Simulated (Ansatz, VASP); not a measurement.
## One calculation of SnO, two programs

The input INCAR:

```
SYSTEM = SnO
ALGO = Normal
DIPOL = 0.5 0.5 0.408
EDIFF = 1E-6
ENCUT = 520
GGA = PE
IDIPOL = 3
ISIF = 2
ISMEAR = 0
IVDW = 12
LASPH = .TRUE.
LCHARG = .FALSE.
LDIPOL = .TRUE.
LREAL = .FALSE.
LWAVE = .FALSE.
NBANDS = 50
NELM = 60
PREC = Accurate
SIGMA = 0.05
```

File KPOINTS:

```
k-points
0
G
  7 7 1
  0 0 0
```

File POSCAR:

```
SnO
1.0
    3.8201636883      0.0000000000      0.0000000000
    0.0000000000      3.8201636883      0.0000000000
    0.0000000000      0.0000000000     22.2260802162
Sn O
4 4
Direct
    0.7500000000      0.2500000000      0.2024648501
    0.2500000000      0.7500000000      0.3087831971
    0.2500000000      1.1250000000      0.5067488283
    0.7500000000      0.6250000000      0.6130671753
    0.2500000000      0.2500000000      0.2556240236
    0.7500000000      0.7500000000      0.2556240236
    0.7500000000      1.1250000000      0.5599080018
    0.2500000000      0.6250000000      0.5599080018
```

Input for Ansatz:

```yaml
crystal:
  lattice:
    - [3.8201636883, 0.0, 0.0]
    - [0.0, 3.8201636883, 0.0]
    - [0.0, 0.0, 22.2260802162]
  atoms:
    - { symbol: Sn, position: [0.75, 0.25, 0.2024648501] }
    - { symbol: O, position: [0.25, 0.25, 0.2556240236] }
    - { symbol: O, position: [0.75, 0.75, 0.2556240236] }
    - { symbol: Sn, position: [0.25, 0.75, 0.3087831971] }
    - { symbol: Sn, position: [0.25, 1.125, 0.5067488283] }
    - { symbol: O, position: [0.75, 1.125, 0.5599080018] }
    - { symbol: O, position: [0.25, 0.625, 0.5599080018] }
    - { symbol: Sn, position: [0.75, 0.625, 0.6130671753] }
basis:
  ecutwfc: 420
kpoints:
  mp_grid: { grid: [7, 7, 1] }
hamiltonian:
  xc: pbe
  pseudopotentials: { kind: paw, azcp: { folder: soft_1 } }
  dispersion: d3bj
scf:
  occupations: { method: gaussian, width: 0.05 }
output:
  forces: true
  eigenvalues: true
efield:
  axis: 3
  dipole_correction: true
  ramp_width: 0.04
```

Alike in both runs: task single point; functional PBE; dispersion D3(BJ); k mesh 7 × 7 × 1; occupations gaussian, width 0.05 eV; no spin polarisation.

```csv
,VASP,Ansatz
version,VASP 6.6.1,Ansatz 0.2.0
potentials or method,"VASP PAW PBE potentials, release 64 (Sn_d, O), cutoff 520 eV","scalar-relativistic, plane waves, PAW"
valence electrons in the cell,80,80
```

|  | VASP | Ansatz | Ansatz less VASP |
| --- | --- | --- | --- |
| gap on the k mesh at the Fermi level (eV) | 2.58 | 2.61 | +0.025 |
| least direct gap on the mesh (eV) | 2.61 | 2.65 | +0.042 |
| rms of the force components (eV/Å) | 0.047 | 0.013 | -0.0336 |
